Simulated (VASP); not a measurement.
# Eu (Fm-3m) in VASP: single point with PBE

Aim: the single point of Eu with PBE.

Everything below comes from runs of VASP 6.6.1. Logs are shortened: lines on timing, memory, paths and dates and some standing lists are left out, and cuts for length are marked.

### 1 The cell of the first run

Symmetry: Fm-3m, No. 225, cubic system. Conventional cell: a = 5.579 Å, b = 5.579 Å, c = 5.579 Å, α = 90.00°, β = 90.00°, γ = 90.00°. Eu (site symmetry m-3m) has 12 Eu at 3.94 Å within 5.2 Å.

### 2 Single point, PBE, collinear spin, ferromagnetic start

INCAR

```
SYSTEM = Eu
PREC = Accurate ; ENCUT = 520
EDIFF = 1E-6 ; ISMEAR = -1
SIGMA = 0.08 ; LREAL = .False.
LASPH = .True. ; NELM = 150
ALGO = Normal ; ISIF = 2
LWAVE = .False. ; LCHARG = .False.
ISPIN = 2 ; MAGMOM = 7 7
LORBIT = 11 ; LMAXMIX = 6
GGA = PE ; NBANDS = 28
```

KPOINTS

```
Automatic mesh
0
Gamma
  8 8 8
  0 0 0
```

POSCAR

```
Eu
1.0
    0.0000000000      2.7893026914      2.7893026914
   -2.7893026914      2.7893026914      0.0000000000
   -2.7893026914     -2.7893026914      5.5786053828
Eu
2
Direct
    0.0000000000      0.0000000000      0.0000000000
    0.0000000000      0.5000000000      0.5000000000
```

Potentials or basis: VASP PAW PBE potentials, release 64 (Eu).

Command:

```bash
$ cat potpaw_PBE.64/Eu/POTCAR > POTCAR
$ mpirun -np 1 vasp_std > vasp.out
```

OUTCAR:

```text
SYSTEM = Eu
   PREC = Accurate
   ENCUT = 520
   EDIFF = 1E-6
   ISMEAR = -1
   LREAL = .False.
   LASPH = .True.
   NELM = 150
   ISIF = 2
   ISPIN = 2
   LORBIT = 11
   GGA = PE

 ion  position               nearest neighbor table
   1  0.000  0.000  0.000-
   2  0.000  0.500  0.500-

  LATTYP: Found a trigonal (rhomboedric) cell.
 ALAT       =     6.8323683321
 COS(alpha) =     0.8333333333

  Lattice vectors:

 A1 = (  -5.5786053828,  -2.7893026914,   2.7893026914)
 A2 = (  -2.7893026914,  -5.5786053828,   2.7893026914)
 A3 = (  -2.7893026914,  -2.7893026914,   5.5786053828)

Analysis of symmetry for initial positions (statically):
=====================================================================
 Subroutine PRICEL returns following result:

  LATTYP: Found a face centered cubic cell.
 ALAT       =     5.5786053828

  Lattice vectors:

 A1 = (   2.7893026914,   2.7893026914,   0.0000000000)
 A2 = (   0.0000000000,   2.7893026914,   2.7893026914)
 A3 = (   2.7893026914,   0.0000000000,   2.7893026914)

   2 primitive cells build up your supercell.

 Routine SETGRP: Setting up the symmetry group for a
 trigonal (rhombohedral) supercell.

 Subroutine GETGRP returns: Found 12 space group operations
 (whereof 12 operations were pure point group operations)
 out of a pool of 12 trial point group operations.

The static configuration has the point symmetry D_3d.

Analysis of symmetry for dynamics (positions and initial velocities):
=====================================================================
 Subroutine PRICEL returns following result:

  LATTYP: Found a face centered cubic cell.
 ALAT       =     5.5786053828

  Lattice vectors:

 A1 = (   2.7893026914,   2.7893026914,   0.0000000000)
 A2 = (   0.0000000000,   2.7893026914,   2.7893026914)
 A3 = (   2.7893026914,   0.0000000000,   2.7893026914)

   2 primitive cells build up your supercell.

 Routine SETGRP: Setting up the symmetry group for a
 trigonal (rhombohedral) supercell.

 Subroutine GETGRP returns: Found 12 space group operations
 (whereof 12 operations were pure point group operations)
 out of a pool of 12 trial point group operations.

The dynamic configuration has the point symmetry D_3d.

Analysis of structural, dynamic, and magnetic symmetry:
=====================================================================
 Subroutine PRICEL returns following result:

  LATTYP: Found a face centered cubic cell.
 ALAT       =     5.5786053828

  Lattice vectors:

 A1 = (   2.7893026914,   2.7893026914,   0.0000000000)
 A2 = (   0.0000000000,   2.7893026914,   2.7893026914)
 A3 = (   2.7893026914,   0.0000000000,   2.7893026914)

   2 primitive cells build up your supercell.

 Routine SETGRP: Setting up the symmetry group for a
 trigonal (rhombohedral) supercell.

 Subroutine GETGRP returns: Found 12 space group operations
 (whereof 12 operations were pure point group operations)
 out of a pool of 12 trial point group operations.

The overall configuration has the point symmetry D_3d.

 Subroutine INISYM returns: Found 12 space group operations
 (whereof 12 operations are pure point group operations),
 and found     2 'primitive' translations

----------------------------------------------------------------------------------------

                                     Primitive cell

  volume of cell :      43.4027

  direct lattice vectors                    reciprocal lattice vectors
     2.789302691  2.789302691  0.000000000     0.179256271  0.179256271 -0.179256271
     0.000000000  2.789302691  2.789302691    -0.179256271  0.179256271  0.179256271
     2.789302691  0.000000000  2.789302691     0.179256271 -0.179256271  0.179256271

  length of vectors
     3.944669696  3.944669696  3.944669696     0.310480969  0.310480969  0.310480969

  position of ions in fractional coordinates (direct lattice)
     0.000000000  0.000000000  0.000000000

  ion indices of the primitive-cell ions
   primitive index   ion index
                 1           1

----------------------------------------------------------------------------------------

 KPOINTS: Automatic mesh

Automatic generation of k-mesh.
 Grid dimensions read from file:
 generate k-points for:    8    8    8

 Generating k-lattice:

  Cartesian coordinates                     Fractional coordinates (reciprocal lattice)
     0.022407034  0.022407034  0.022407034     0.125000000  0.000000000  0.000000000
    -0.033610551  0.011203517 -0.011203517     0.000000000  0.125000000  0.000000000
    -0.011203517 -0.011203517  0.011203517     0.000000000  0.000000000  0.125000000

  Length of vectors
     0.038810121  0.037157862  0.019405061

  Shift w.r.t. Gamma in fractional coordinates (k-lattice)
     0.000000000  0.000000000  0.000000000

 Subroutine IBZKPT returns following result:
 ===========================================

 Found     65 irreducible k-points:

 Following reciprocal coordinates:
            Coordinates               Weight
  0.000000  0.000000  0.000000      1.000000
  0.125000  0.000000  0.000000      6.000000
  0.250000  0.000000  0.000000      6.000000
  0.375000  0.000000  0.000000      6.000000
  0.500000  0.000000  0.000000      3.000000
  0.000000  0.125000 -0.000000      6.000000
[... 16 lines left out ...]
  0.250000  0.000000  0.125000      6.000000
  0.375000  0.000000  0.125000      6.000000
 [... further k-points ...]
   k-points           NKPTS =     65   k-points in BZ     NKDIM =     65   number of bands    NBANDS=     28
   number of dos      NEDOS =    301   number of ions     NIONS =      2
   total plane-waves  NPLWV =  48600
   dimension x,y,z NGX =    30 NGY =   30 NGZ =   54
   dimension x,y,z NGXF=    60 NGYF=   60 NGZF=  108
   ions per type =               2
   NGX,Y,Z   is equivalent  to a cutoff of  12.64, 12.64, 13.14 a.u.
   NGXF,Y,Z  is equivalent  to a cutoff of  25.29, 25.29, 26.28 a.u.
 SYSTEM =  Eu
   PREC   = accura    normal or accurate (medium, high low for compatibility)
   ISTART =      0    job   : 0-new  1-cont  2-samecut
   ICHARG =      2    charge: 1-file 2-atom 10-const
   ISPIN  =      2    spin polarized calculation?
   LNONCOLLINEAR =      F non collinear calculations
   LSORBIT =      F    spin-orbit coupling
   LASPH  =      T    aspherical Exc in radial PAW
   ENCUT  =  520.0 eV  38.22 Ry    6.18 a.u.   7.33  7.33 12.70*2*pi/ulx,y,z
   NELM   =    150;   NELMIN=  2; NELMDL= -5     # of ELM steps
   EDIFF  = 0.1E-05   stopping-criterion for ELM
   LREAL  =      F    real-space projection
   EDIFFG = 0.1E-04   stopping-criterion for IOM
   NSW    =      0    number of steps for IOM
   IBRION =     -1    ionic relax: 0-MD 1-quasi-New 2-CG
   NFREE  =      0    steps in history (QN), initial steepest desc. (CG)
   ISIF   =      2    stress and relaxation
   ISYM   =      2    0-nonsym 1-usesym 2-fastsym
   POTIM  = 0.5000    time-step for ionic-motion
   TEBEG  =    0.0;   TEEND  =   0.0 temperature during run
   PSTRESS=    0.0 pullay stress
   NELECT =      34.0000    total number of electrons
   NUPDOWN=      -1.0000    fix difference up-down
   EMIN   =  10.00;   EMAX   =-10.00  energy-range for DOS
   EFERMI =   0.00;   METHOD = LEGACY
   ISMEAR =    -1;   SIGMA  =   0.08  broadening in eV -4-tet -1-fermi 0-gaus
   EFERMI_NEDOS =   21; number of points for ismear=-14 and -15
   IALGO  =     38    algorithm
   IMIX   =      4    mixing-type and parameters
     AMIX     =   0.40;   BMIX     =  1.00
     AMIX_MAG =   1.60;   BMIX_MAG =  1.00
  volume/ion in A,a.u.               =      43.40       292.90
  Fermi-wavevector in a.u.,A,eV,Ry     =   1.197803  2.263520 19.520723  1.434733
  Thomas-Fermi vector in A             =   2.333709
   LORBIT       =     11    0 simple, 1 ext, 2 COOP (PROOUT), +10 PAW based schemes
   GGA     = PE    functional components
   LHFCALC =     F    Hartree Fock is set to
   AEXX    =    0.0000 exact exchange contribution
   IVDW    =     0    specifies the selected vdW correction
   LEPSILON=     F    determine dielectric tensor
   LRPA    =     F    only Hartree local field effects (RPA)
 spin polarized calculation
  energy-cutoff  :      520.00
  volume of cell :       86.81
 maximum number of plane-waves:      2381
 NGX is ok and might be reduce to    30
   NGX = 15   NGY = 15   NGZ = 25

 number of electron      34.0000003 magnetization      14.9543207

 Free energy of the ion-electron system (eV)
  ---------------------------------------------------
  ext. energy  EPLUGINS =         0.00000000
  ---------------------------------------------------
  free energy    TOTEN  =       -22.95282918 eV

  energy without entropy =      -22.86466864  energy(sigma->0) =      -22.90874891

 E-fermi :   1.9295     XC(G=0):  -8.6916

 val. band max:        1.9147792543   @ k =   0.0000   0.3750   0.2500
 cond. band min:       1.9328532309   @ k =  -0.1250   0.2500   0.1250
 fundamental gap:      0.0180739766
 Fermi energy:         1.9294540354

 spin component 1

 k-point     1 :       0.0000    0.0000    0.0000
  band No.  band energies     occupation
      1     -39.7114      1.00000
      2     -39.6835      1.00000
      3     -18.6855      1.00000
      4     -18.3401      1.00000
      5     -18.3401      1.00000
      6     -18.2864      1.00000
[... 20 lines left out ...]
     27       3.5662      0.00000
     28       3.6986      0.00000

 k-point     2 :       0.1250    0.0000    0.0000
  band No.  band energies     occupation
      1     -39.7073      1.00000
      2     -39.6822      1.00000
      3     -18.6611      1.00000
      4     -18.3762      1.00000
      5     -18.3535      1.00000
      6     -18.3471      1.00000
[... 20 lines left out ...]
     27       3.3817      0.00000
     28       3.8586      0.00000

 k-point     3 :       0.2500    0.0000    0.0000
  band No.  band energies     occupation
      1     -39.6975      1.00000
      2     -39.6790      1.00000
      3     -18.6175      1.00000
      4     -18.4906      1.00000
      5     -18.4452      1.00000
      6     -18.3857      1.00000
[... 616 lines left out ...]
      3     -18.6191      1.00000
      4     -18.4695      1.00000
      5     -18.4666      1.00000
      6     -18.3795      1.00000
[... 20 lines left out ...]
     27       2.8483      0.00001
     28       3.9544      0.00000

 k-point    24 :       0.3750    0.0000    0.1250
  band No.  band energies     occupation
      1     -39.6884      1.00000
      2     -39.6749      1.00000
      3     -18.6235      1.00000
      4     -18.6077      1.00000
      5     -18.4821      1.00000
      6     -18.4119      1.00000
[... 20 lines left out ...]
     27       3.1363      0.00000
     28       3.6373      0.00000

 [... further k-points ...]

 spin component 2

 k-point     1 :       0.0000    0.0000    0.0000
  band No.  band energies     occupation
      1     -36.5583      1.00000
      2     -36.5221      1.00000
      3     -16.4194      1.00000
      4     -15.9879      1.00000
      5     -15.9879      1.00000
      6     -15.9228      1.00000
[... 20 lines left out ...]
     27       6.4814      0.00000
     28       6.4914      0.00000

 k-point     2 :       0.1250    0.0000    0.0000
  band No.  band energies     occupation
      1     -36.5530      1.00000
      2     -36.5204      1.00000
      3     -16.3889      1.00000
      4     -16.0330      1.00000
      5     -16.0046      1.00000
      6     -15.9993      1.00000
[... 20 lines left out ...]
     27       6.4508      0.00000
     28       6.4833      0.00000

 k-point     3 :       0.2500    0.0000    0.0000
  band No.  band energies     occupation
      1     -36.5402      1.00000
      2     -36.5162      1.00000
      3     -16.3338      1.00000
      4     -16.1787      1.00000
      5     -16.1192      1.00000
      6     -16.0446      1.00000
[... 616 lines left out ...]
      3     -16.3358      1.00000
      4     -16.1494      1.00000
      5     -16.1487      1.00000
      6     -16.0367      1.00000
[... 20 lines left out ...]
     27       6.4040      0.00000
     28       6.4808      0.00000

 k-point    24 :       0.3750    0.0000    0.1250
  band No.  band energies     occupation
      1     -36.5285      1.00000
      2     -36.5109      1.00000
      3     -16.3397      1.00000
      4     -16.3237      1.00000
      5     -16.1651      1.00000
      6     -16.0770      1.00000
[... 20 lines left out ...]
     27       6.4160      0.00000
     28       6.4904      0.00000

 [... further k-points ...]

------------------------ aborting loop because EDIFF is reached ----------------------------------------

  FORCE on cell =-STRESS in cart. coord.  units (eV):
  Direction    XX          YY          ZZ          XY          YZ          ZX
  --------------------------------------------------------------------------------------
  -------------------------------------------------------------------------------------
  Total       -0.4707110     -0.4707110     -0.4707110      0.0113964     -0.0113964     -0.0113964
  in kB       -8.6879634     -8.6879634     -8.6879634      0.2103442     -0.2103442     -0.2103442
  external PRESSURE =      -8.6879634 kB  Pullay stress =       0.0000000 kB

 VOLUME and BASIS-vectors are now :
 -----------------------------------------------------------------------------
  energy-cutoff  :      520.00
  volume of cell :       86.81
      direct lattice vectors                 reciprocal lattice vectors
     0.000000000  2.789302691  2.789302691     0.179256271  0.179256271  0.179256271
    -2.789302691  2.789302691  0.000000000    -0.268884407  0.089628136 -0.089628136
    -2.789302691 -2.789302691  5.578605383    -0.089628136 -0.089628136  0.089628136

 POSITION                                       TOTAL-FORCE (eV/Angst)
 -----------------------------------------------------------------------------------
      0.00000      0.00000      0.00000        -0.000000     -0.000000     -0.000000
     -2.78930      0.00000      2.78930         0.000000      0.000000      0.000000
 -----------------------------------------------------------------------------------
    total drift:                               -0.000000      0.000000      0.000000

  FREE ENERGIE OF THE ION-ELECTRON SYSTEM (eV)
  ---------------------------------------------------
  free  energy   TOTEN  =       -22.9528291814 eV

  energy  without entropy=      -22.8646686442  energy(sigma->0) =      -22.90874891

 total charge

# of ion       s       p       d       f       tot
--------------------------------------------------
    1        2.083   5.709   0.302   6.633  14.726
    2        2.083   5.709   0.302   6.633  14.726
--------------------------------------------------
tot          4.165  11.418   0.603  13.266  29.452

 magnetization (x)

# of ion       s       p       d       f       tot
--------------------------------------------------
    1       -0.001  -0.090   0.178   6.631   6.718
    2       -0.001  -0.090   0.178   6.631   6.718
--------------------------------------------------
tot         -0.002  -0.179   0.356  13.262  13.437
```

It took 8.1 min on 1 thread of Intel Xeon Platinum 8259CL at 2.50GHz (Skylake/Cascade Lake), shared host; peak memory 0.42 GiB.

Results:

```yaml
Free_energy: -22.9528 eV
Pressure: -0.9 GPa
Net_moment: 14.95 μB per cell
Site_moments: Eu +6.72 μB
Valence_electrons_inside_the_program's_atomic_spheres: Eu 14.73
```

Caveat: spin-orbit coupling is left out, which moves the levels of the heavy elements. The state reached can hang on the start; a lower one may exist.
